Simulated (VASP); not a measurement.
A run of VASP 6.6.1 is set up as follows.

The input INCAR:

```
PREC = Accurate
ENCUT = 500
EDIFF = 1E-6
ISMEAR = 0
SIGMA = 0.01
LREAL = False
LASPH = True
NELM = 120
ALGO = Normal
ISIF = 2
LWAVE = False
LCHARG = False
GGA = PE
NBANDS = 15
GGA_COMPAT = False
```

The input KPOINTS:

```
Automatic mesh
0
Gamma
  2 2 2
```

Contents of POSCAR:

```
RbBr
1.0
    0.0000000000      3.4608260907      3.4608260907
    3.4608260907      0.0000000000      3.4608260907
    3.4608260907      3.4608260907      0.0000000000
Rb Br
1 1
Direct
    0.0000000000      0.0000000000      0.0000000000
    0.5000000000      0.5000000000      0.5000000000
```

Potentials or basis: VASP PAW PBE potentials, release 64 (Rb_sv, Br).

The run is started by

```sh
$ cat potpaw_PBE.64/Rb_sv/POTCAR potpaw_PBE.64/Br/POTCAR > POTCAR
$ mpirun -np 1 vasp_std > vasp.out
```

(1) Predict the band gap on the k mesh.

(2) Estimate the pressure.

## Answers

(1) 4.26 eV.

(2) 0.8 GPa.

Caveat: the k points lie up to 0.79 Å⁻¹ apart.
